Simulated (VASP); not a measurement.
Wanted: the native input for a VASP 6.6.1 run.

| Item | Value |
| --- | --- |
| Task | single point |
| Functional | PBE |
| Dispersion | D3(BJ) |
| Potentials or basis | VASP PAW PBE potentials, release 64 (Pb_d, S) |
| Cutoff | 520 eV |
| k mesh | 10 × 10 × 10 |
| Occupations | gaussian, width 0.03 eV |
| Spin | no spin polarisation |
| Dipole correction | no |
| Further INCAR settings | ALGO = Normal; EDIFF = 1e-07; NBANDS = 17 |

The structure of PbS lies in POSCAR:

```
PbS
1.0
    0.0000000000      2.9205250000      2.9650000000
    2.9650000000      0.0000000000      2.9650000000
    2.9650000000      2.9205250000      0.0000000000
Pb S
1 1
Direct
    0.0000000000      0.0000000000      0.0000000000
    0.5000000000      0.5000000000      0.5000000000
```

This cell differs from its parent crystal: strain -0.0150 x Voigt [0, 1, 0, 0, 0, 0].

One way to write it, as run:

INCAR

```
PREC     = Accurate       # precision mode
ENCUT    = 520            # plane-wave cutoff, eV
EDIFF    = 1E-7           # SCF threshold, eV
ISMEAR   = 0              # smearing method
SIGMA    = 0.03           # smearing width, eV
LREAL    = False          # projectors in reciprocal space
LASPH    = True           # aspherical terms in the spheres
NELM     = 80             # most SCF steps
ALGO     = Normal         # electronic algorithm
ISIF     = 2              # what is computed and relaxed
LWAVE    = False          # write WAVECAR
LCHARG   = True           # write CHGCAR
GGA      = PE             # functional
IVDW     = 12             # dispersion correction
LELF     = True           # ELF
LVHAR    = True         
NBANDS   = 17             # bands
```

KPOINTS

```
regular mesh
0
Gamma
  10 10 10
```

Potentials or basis: VASP PAW PBE potentials, release 64 (Pb_d, S).

Run with:

```console
$ cat potpaw_PBE.64/Pb_d/POTCAR potpaw_PBE.64/S/POTCAR > POTCAR
$ mpirun -np 1 vasp_std > vasp.out
```

It gave:

```yaml
Pressure: 1.0 GPa
Band_gap_on_the_k_mesh: 0.30 eV, direct
Dispersion_energy_per_atom: -0.353 eV
```

Caveat: the cell differs from its parent crystal (strain -0.0150 x Voigt [0, 1, 0, 0, 0, 0]); spin-orbit coupling is left out, which moves the levels of the heavy elements.

Wall time 62 s on 1 thread of Intel(R) Xeon(R) Platinum 8259CL CPU @ 2.50GHz (Skylake/Cascade Lake), with other jobs on the host, peak memory 0.24 GiB.
